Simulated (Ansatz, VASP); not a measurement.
**I in VASP and in Ansatz**

```xyz
1
Lattice="3.3238 0.0000 0.0000 0.0000 3.3238 0.0000 0.0000 0.0000 3.3238" Properties=species:S:1:pos:R:3 pbc="T T T"
I     0.0000    0.0000    0.0000
```

Alike in both runs: task relaxation of cell and atoms; functional LDA; k mesh 13 × 13 × 13; occupations fermi-dirac, width 0.05 eV; no spin polarisation.

|  | VASP | Ansatz |
| --- | --- | --- |
| version | VASP 6.6.1 | Ansatz 0.2.0 |
| potentials or method | VASP PAW LDA potentials, release 64 (I) | PAW with Ansatz's default frozen-core files, scalar-relativistic |
| plane-wave cutoff (eV) | 600 | 420 |
| valence electrons in the cell | 7 | 17 |

Ansatz gave:

```
relaxed volume (Å³/atom)                                        : 37.38
relaxed length of the cell vector where the two differ most in proportion (Å) : 3.344
```

Task: Which values does VASP return?

Result: Relaxed volume (Å³/atom): 37.41; relaxed length of the cell vector where the two differ most in proportion (Å): 3.345.

LDA's correlation is that of Perdew and Zunger in VASP and of Perdew and Wang (1992) in Ansatz. VASP's potentials hold 7 valence electrons a cell and Ansatz's 17, so a difference there can come from the potentials and not from the codes.

Spin-orbit coupling is off throughout.
